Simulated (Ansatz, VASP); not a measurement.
Two plane-wave programs on Al

Contents of POSCAR:

```
Al
1.0
    2.8080863938      0.0000000000      0.0000000000
   -1.4040431969      2.4440335238      0.0000000000
    0.0000000000      0.0000000000      4.6890806101
Al
2
Direct
    0.6666666667      0.3333333333      0.7500000000
    0.3333333333      0.6666666667      0.2500000000
```

Contents of INCAR.step1:

```
SYSTEM = Al
PREC = Accurate
ENCUT = 520
ISMEAR = 0
SIGMA = 0.15
LREAL = .False.
LASPH = .True.
NELM = 100
NBANDS = 10
GGA = PE
ALGO = Normal
EDIFF = 1E-4
LWAVE = .True.
LCHARG = .False.
```

INCAR.step2

```
SYSTEM = Al
PREC = Accurate
ENCUT = 520
EDIFF = 1E-7
ISMEAR = 0
SIGMA = 0.15
LREAL = .False.
LASPH = .True.
NELM = 100
ALGO = Normal
ISIF = 2
LWAVE = .False.
LCHARG = .False.
METAGGA = R2SCAN
LMIXTAU = .True.
NBANDS = 10
ISTART = 1
```

KPOINTS

```
Automatic mesh
0
Gamma
  24 24 14
  0 0 0
```

Input for Ansatz:

```yaml
crystal:
  lattice:
    - [2.8080863938, 0.0, 0.0]
    - [-1.4040431969, 2.4440335238, 0.0]
    - [0.0, 0.0, 4.6890806101]
  atoms:
    - { symbol: Al, position: [0.6666666667, 0.3333333333, 0.75] }
    - { symbol: Al, position: [0.3333333333, 0.6666666667, 0.25] }
basis:
  ecutwfc: 500
kpoints:
  mp_grid: { grid: [24, 24, 14] }
hamiltonian:
  xc: r2scan
scf:
  occupations: { method: gaussian, width: 0.15 }
output:
  forces: true
  stress: true
  eigenvalues: true
```

Change from the starting cell: strain +0.0050 x Voigt [0, 1, 0, 0, 0, 0], atoms carried along.

Alike in both runs: task single point; functional r2SCAN; k mesh 24 × 24 × 14; occupations gaussian, width 0.15 eV; no spin polarisation.

|  | VASP | Ansatz |
| --- | --- | --- |
| version | VASP 6.6.1 | Ansatz 0.2.0 |
| potentials or method | VASP PAW PBE potentials, release 64 (Al), cutoff 520 eV | scalar-relativistic, plane waves, PAW |
| valence electrons in the cell | 6 | 6 |

Ansatz gave:

- gap on the k mesh at the Fermi level (eV): none
- pressure (GPa): -0.4
- traceless stress, the component that is largest in VASP (GPa): 0.43

Q: Which values does VASP return?

A: gap on the k mesh at the Fermi level (eV): none; pressure (GPa): -0.7; traceless stress, the component that is largest in VASP (GPa): 0.43.

VASP's potentials were made for PBE, not for r2SCAN. A gap of «none» marks a metal or a gap that the smearing closes. The functional is the same, so the differences come from potentials, cutoffs and numerics.
